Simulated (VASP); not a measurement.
# Ir in VASP: relaxation of the atoms with PBEsol

Aim: the relaxation of the atoms of Ir with PBEsol.

Everything below comes from runs of VASP 6.6.1. Logs are shortened: lines on timing, memory, paths and dates and some standing lists are left out, and cuts for length are marked.

**1. The cell of the first run**

The cell holds a slab with vacuum, 6 atoms: a = 2.708 Å, b = 2.708 Å, c = 24.576 Å, α = 90.00°, β = 90.00°, γ = 90.00°.

**2. Relaxation of the atoms, PBEsol**

File INCAR:

```
SYSTEM = Ir
PREC = Accurate
ENCUT = 520
EDIFF = 1E-6
ISMEAR = 0
SIGMA = 0.1
LREAL = .FALSE.
LASPH = .TRUE.
NELM = 100
ALGO = Fast
ISIF = 2
LWAVE = .FALSE.
LCHARG = .FALSE.
LDIPOL = .TRUE.
IDIPOL = 3
DIPOL = 0.5 0.5 0.500
GGA = PS
IBRION = 2
NSW = 80
EDIFFG = -0.02
```

File KPOINTS:

```
Automatic mesh
0
G
  13 13 1
  0 0 0
```

File POSCAR:

```
Ir
1.0
    2.7083818992      0.0000000000      0.0000000000
    0.0000000000      2.7083818992      0.0000000000
    0.0000000000      0.0000000000     24.5755760347
Ir
6
Direct
    0.5000000000      0.5000000000      0.3051810460
    0.0000000000      0.0000000000      0.3831086276
    0.5000000000      0.5000000000      0.4610362092
    0.0000000000      0.0000000000      0.5389637908
    0.5000000000      0.5000000000      0.6168913724
    0.0000000000      0.0000000000      0.6948189540
```

Potentials or basis: VASP PAW PBE potentials, release 64 (Ir).

Started as:

```
> cat potpaw_PBE.64/Ir/POTCAR > POTCAR
> mpirun -np 1 vasp_std > vasp.out
```

OUTCAR:

```text
SYSTEM = Ir
   PREC = Accurate
   ENCUT = 520
   EDIFF = 1E-6
   ISMEAR = 0
   LREAL = .FALSE.
   LASPH = .TRUE.
   NELM = 100
   ISIF = 2
   GGA = PS
   IBRION = 2
   NSW = 80
   EDIFFG = -0.02

 ion  position               nearest neighbor table
   1  0.500  0.500  0.305-   2 2.71   2 2.71   2 2.71   2 2.71
   2  0.000  0.000  0.383-   1 2.71   3 2.71   1 2.71   3 2.71   1 2.71   3 2.71   1 2.71   3 2.71

   3  0.500  0.500  0.461-   4 2.71   4 2.71   4 2.71   4 2.71   2 2.71   2 2.71   2 2.71   2 2.71

   4  0.000  0.000  0.539-   3 2.71   3 2.71   3 2.71   3 2.71   5 2.71   5 2.71   5 2.71   5 2.71

   5  0.500  0.500  0.617-   4 2.71   6 2.71   4 2.71   6 2.71   4 2.71   6 2.71   4 2.71   6 2.71

   6  0.000  0.000  0.695-   5 2.71   5 2.71   5 2.71   5 2.71

  LATTYP: Found a simple tetragonal cell.
 ALAT       =     2.7083818992
 C/A-ratio  =     9.0738961304

  Lattice vectors:

 A1 = (   2.7083818992,   0.0000000000,   0.0000000000)
 A2 = (   0.0000000000,   2.7083818992,   0.0000000000)
 A3 = (   0.0000000000,   0.0000000000,  24.5755760347)

Analysis of symmetry for initial positions (statically):
=====================================================================
 Subroutine PRICEL returns:
 Original cell was already a primitive cell.

 Routine SETGRP: Setting up the symmetry group for a
 simple tetragonal supercell.

 Subroutine GETGRP returns: Found 16 space group operations
 (whereof  8 operations were pure point group operations)
 out of a pool of 16 trial point group operations.

The static configuration has the point symmetry C_4v.
 The point group associated with its full space group is D_4h.

Analysis of symmetry for dynamics (positions and initial velocities):
=====================================================================
 Subroutine PRICEL returns:
 Original cell was already a primitive cell.

 Routine SETGRP: Setting up the symmetry group for a
 simple tetragonal supercell.

 Subroutine GETGRP returns: Found 16 space group operations
 (whereof  8 operations were pure point group operations)
 out of a pool of 16 trial point group operations.

The dynamic configuration has the point symmetry C_4v.
 The point group associated with its full space group is D_4h.

 Subroutine INISYM returns: Found 16 space group operations
 (whereof  8 operations are pure point group operations),
 and found     1 'primitive' translations

----------------------------------------------------------------------------------------

                                     Primitive cell

  volume of cell :     180.2700

  direct lattice vectors                    reciprocal lattice vectors
     2.708381899  0.000000000  0.000000000     0.369224148  0.000000000  0.000000000
     0.000000000  2.708381899  0.000000000     0.000000000  0.369224148  0.000000000
     0.000000000  0.000000000 24.575576035     0.000000000  0.000000000  0.040690806

  length of vectors
     2.708381899  2.708381899 24.575576035     0.369224148  0.369224148  0.040690806

  position of ions in fractional coordinates (direct lattice)
     0.500000000  0.500000000  0.305181046
     0.000000000  0.000000000  0.383108628
     0.500000000  0.500000000  0.461036209
     0.000000000  0.000000000  0.538963791
     0.500000000  0.500000000  0.616891372
     0.000000000  0.000000000  0.694818954

  ion indices of the primitive-cell ions
   primitive index   ion index
                 1           1
                 2           2
                 3           3
                 4           4
                 5           5
[... 25 lines left out ...]

 Found     28 irreducible k-points:

 Following reciprocal coordinates:
            Coordinates               Weight
  0.000000  0.000000  0.000000      1.000000
  0.076923  0.000000  0.000000      4.000000
  0.153846  0.000000  0.000000      4.000000
  0.230769  0.000000  0.000000      4.000000
  0.307692  0.000000  0.000000      4.000000
  0.384615  0.000000  0.000000      4.000000
[... 16 lines left out ...]
  0.307692  0.307692  0.000000      4.000000
  0.384615  0.307692  0.000000      8.000000
 [... further k-points ...]
   k-points           NKPTS =     28   k-points in BZ     NKDIM =     28   number of bands    NBANDS=     32
   number of dos      NEDOS =    301   number of ions     NIONS =      6
   total plane-waves  NPLWV =  76800
   dimension x,y,z NGX =    20 NGY =   20 NGZ =  192
   dimension x,y,z NGXF=    40 NGYF=   40 NGZF=  384
   ions per type =               6
   NGX,Y,Z   is equivalent  to a cutoff of  12.28, 12.28, 12.99 a.u.
   NGXF,Y,Z  is equivalent  to a cutoff of  24.55, 24.55, 25.98 a.u.
 SYSTEM =  Ir
   PREC   = accura    normal or accurate (medium, high low for compatibility)
   ISTART =      0    job   : 0-new  1-cont  2-samecut
   ICHARG =      2    charge: 1-file 2-atom 10-const
   ISPIN  =      1    spin polarized calculation?
   LNONCOLLINEAR =      F non collinear calculations
   LSORBIT =      F    spin-orbit coupling
   LASPH  =      T    aspherical Exc in radial PAW
   ENCUT  =  520.0 eV  38.22 Ry    6.18 a.u.   5.04  5.04 45.69*2*pi/ulx,y,z
   NELM   =    100;   NELMIN=  2; NELMDL= -5     # of ELM steps
   EDIFF  = 0.1E-05   stopping-criterion for ELM
   LREAL  =      F    real-space projection
   EDIFFG = -.2E-01   stopping-criterion for IOM
   NSW    =     80    number of steps for IOM
   IBRION =      2    ionic relax: 0-MD 1-quasi-New 2-CG
   NFREE  =      1    steps in history (QN), initial steepest desc. (CG)
   ISIF   =      2    stress and relaxation
   ISYM   =      2    0-nonsym 1-usesym 2-fastsym
   POTIM  = 0.5000    time-step for ionic-motion
   TEBEG  =    0.0;   TEEND  =   0.0 temperature during run
   PSTRESS=    0.0 pullay stress
   NELECT =      54.0000    total number of electrons
   NUPDOWN=      -1.0000    fix difference up-down
   EMIN   =  10.00;   EMAX   =-10.00  energy-range for DOS
   EFERMI =   0.00;   METHOD = LEGACY
   ISMEAR =     0;   SIGMA  =   0.10  broadening in eV -4-tet -1-fermi 0-gaus
   EFERMI_NEDOS =   21; number of points for ismear=-14 and -15
   IALGO  =     68    algorithm
   IMIX   =      4    mixing-type and parameters
     AMIX     =   0.40;   BMIX     =  1.00
     AMIX_MAG =   1.60;   BMIX_MAG =  1.00
  volume/ion in A,a.u.               =      30.05       202.75
  Fermi-wavevector in a.u.,A,eV,Ry     =   1.095380  2.069969 16.325058  1.199858
  Thomas-Fermi vector in A             =   2.231703
   LORBIT       =      0    0 simple, 1 ext, 2 COOP (PROOUT), +10 PAW based schemes
   GGA     = PS    functional components
   LHFCALC =     F    Hartree Fock is set to
   AEXX    =    0.0000 exact exchange contribution
   IVDW    =     0    specifies the selected vdW correction
   LEPSILON=     F    determine dielectric tensor
   LRPA    =     F    only Hartree local field effects (RPA)
 conjugate gradient relaxation of ions
 non-spin polarized calculation
 RMM-DIIS sequential band-by-band and
 Gauss-broadening in eV      SIGMA  =   0.10
  energy-cutoff  :      520.00
  volume of cell :      180.27
 maximum number of plane-waves:      4901
   NGX = 11   NGY = 11   NGZ = 91

--------------------------------------- Ionic step        1  -------------------------------------------

 number of electron      53.9999992 magnetization

 Free energy of the ion-electron system (eV)
  ---------------------------------------------------
  ext. energy  EPLUGINS =         0.00000000
  ---------------------------------------------------
  free energy    TOTEN  =       -55.82858941 eV

  energy without entropy =      -55.79477443  energy(sigma->0) =      -55.81168192

------------------------ aborting loop because EDIFF is reached ----------------------------------------

  FORCE on cell =-STRESS in cart. coord.  units (eV):
  Direction    XX          YY          ZZ          XY          YZ          ZX
  --------------------------------------------------------------------------------------
  -------------------------------------------------------------------------------------
  Total       -5.6523108     -5.6523108     -3.3031317      0.0000000      0.0000000      0.0000000
  in kB      -50.2357751    -50.2357751    -29.3570868      0.0000000      0.0000000      0.0000000
  external PRESSURE =     -43.2762123 kB  Pullay stress =       0.0000000 kB
[... 267 lines left out ...]
--------------------------------------- Ionic step        8  -------------------------------------------

 number of electron      53.9999992 magnetization

 dipolmoment           0.000000      0.000000      0.000000 electrons x Angstroem

------------------------ aborting loop because EDIFF is reached ----------------------------------------

  FORCE on cell =-STRESS in cart. coord.  units (eV):
  Direction    XX          YY          ZZ          XY          YZ          ZX
  --------------------------------------------------------------------------------------
  -------------------------------------------------------------------------------------
  Total       -3.4378478     -3.4378478     -0.0339358      0.0000000      0.0000000      0.0000000
  in kB      -30.5543971    -30.5543971     -0.3016099      0.0000000      0.0000000      0.0000000
  external PRESSURE =     -20.4701347 kB  Pullay stress =       0.0000000 kB
[... 27 lines left out ...]
--------------------------------------- Ionic step        9  -------------------------------------------

 number of electron      53.9999992 magnetization

 dipolmoment           0.000000      0.000000     -0.000000 electrons x Angstroem

 Free energy of the ion-electron system (eV)
  ---------------------------------------------------
  ext. energy  EPLUGINS =         0.00000000
  ---------------------------------------------------
  free energy    TOTEN  =       -55.92887267 eV

  energy without entropy =      -55.89333339  energy(sigma->0) =      -55.91110303

 E-fermi :   1.7823     XC(G=0):  -7.4052

 val. band max:        1.7786889304   @ k =   0.4615   0.3846   0.0000
 cond. band min:       1.7836151110   @ k =   0.3077   0.1538   0.0000
 fundamental gap:      0.0049261807
 Fermi energy:         1.7823231635

 k-point     1 :       0.0000    0.0000    0.0000
  band No.  band energies     occupation
      1      -9.0751      2.00000
      2      -8.1262      2.00000
      3      -6.6835      2.00000
      4      -6.0463      2.00000
      5      -5.4791      2.00000
      6      -5.4623      2.00000
[... 829 lines left out ...]
     31       3.0816      0.00000
     32       3.6781      0.00000

 [... further k-points ...]

------------------------ aborting loop because EDIFF is reached ----------------------------------------

 vacuum level on the upper side and lower side of the slab       (xc-potential included)        -0.024        -0.024

  FORCE on cell =-STRESS in cart. coord.  units (eV):
  Direction    XX          YY          ZZ          XY          YZ          ZX
  --------------------------------------------------------------------------------------
  -------------------------------------------------------------------------------------
  Total       -3.4602325     -3.4602325     -0.0774088      0.0000000      0.0000000      0.0000000
  in kB      -30.7533443    -30.7533443     -0.6879826      0.0000000      0.0000000      0.0000000
  external PRESSURE =     -20.7315571 kB  Pullay stress =       0.0000000 kB
[... 21 lines left out ...]
  FREE ENERGIE OF THE ION-ELECTRON SYSTEM (eV)
  ---------------------------------------------------
  free  energy   TOTEN  =       -55.9288726652 eV

  energy  without entropy=      -55.8933333883  energy(sigma->0) =      -55.91110303

 reached required accuracy - stopping structural energy minimisation

 vacuum level on the upper side and lower side of the slab         7.431         7.431
```

It took 20 min on 1 thread of Oxide Virtual Turin-like, shared host; peak memory 0.31 GiB.

Results:

| Property | Result |
| --- | --- |
| Free energy | -55.9289 eV |
| Energy gained by relaxing | 16.7 meV/atom |
| Ionic steps | 9 |
| Largest force after relaxing | 0.004 eV/Å |
| Band gap on the k mesh | zero (bands 27 and 28 overlap by 2.08 eV) |

Forces in eV/Å, atoms in the order of the input:
```
Ir   0.000  0.000  0.002
Ir   0.000  0.000  0.004
Ir   0.000  0.000 -0.002
Ir   0.000  0.000  0.002
Ir   0.000  0.000 -0.004
Ir   0.000  0.000 -0.002
```

The path:
```tsv
step	energy change (eV)	largest force (eV/Å)	pressure (GPa)
1	0.0000	0.9755	-4.33
2	-0.0954	0.1378	-2.82
3	-0.0955	0.0988	-2.89
4	-0.0972	0.0760	-2.74
5	-0.0992	0.0468	-2.44
6	-0.0997	0.0841	-1.84
7	-0.1001	0.0681	-2.10
8	-0.1001	0.0740	-2.05
9	-0.1003	0.0041	-2.07
```

Final structure:
```
CELL_PARAMETERS angstrom
2.70838 0.00000 0.00000
0.00000 2.70838 0.00000
0.00000 0.00000 24.57558
ATOMIC_POSITIONS crystal
Ir 0.50000 0.50000 0.30808
Ir 0.00000 0.00000 0.38214
Ir 0.50000 0.50000 0.46071
Ir 0.00000 0.00000 0.53929
Ir 0.50000 0.50000 0.61786
Ir 0.00000 0.00000 0.69192
```

Caveat: the PAW data sets were made with another functional, which shifts forces and pressure a little; spin-orbit coupling is left out, which moves the levels of the heavy elements.
